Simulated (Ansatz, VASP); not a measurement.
# B in VASP and in Ansatz

```
B
1.0
     1.44562    0.83463    2.78376
    -1.44562    0.83463    2.78376
     0.00000   -1.66925    2.78376
B
3
Direct
  0.00000 0.00000 0.00000
  0.19707 0.19707 0.19707
  0.80293 0.80293 0.80293
```

Alike in both runs: functional PBE; k mesh 9 × 9 × 9; occupations gaussian, width 0.1 eV; no spin polarisation.

Ansatz relaxed the structure, and its values are those at the end. VASP's run is a single point on that final structure, the one shown.

|  | VASP | Ansatz |
| --- | --- | --- |
| version | VASP 6.6.1 | Ansatz 0.2.0 |
| potentials or method | VASP PAW PBE potentials, release 64 (B), cutoff 520 eV | scalar-relativistic, plane waves, PAW |
| valence electrons in the cell | 9 | 9 |

VASP gave:

| Property | Result |
| --- | --- |
| gap on the k mesh at the Fermi level (eV) | none |
| pressure (GPa) | 0.2 |
| rms of the force components (eV/Å) | 0.010 |

Question: What did Ansatz give for the same quantities?

Answer: gap on the k mesh at the Fermi level (eV): none; pressure (GPa): 0.1; rms of the force components (eV/Å): 0.004.

A gap of «none» marks a metal or a gap that the smearing closes. The functional is the same, so the differences come from potentials, cutoffs and numerics.
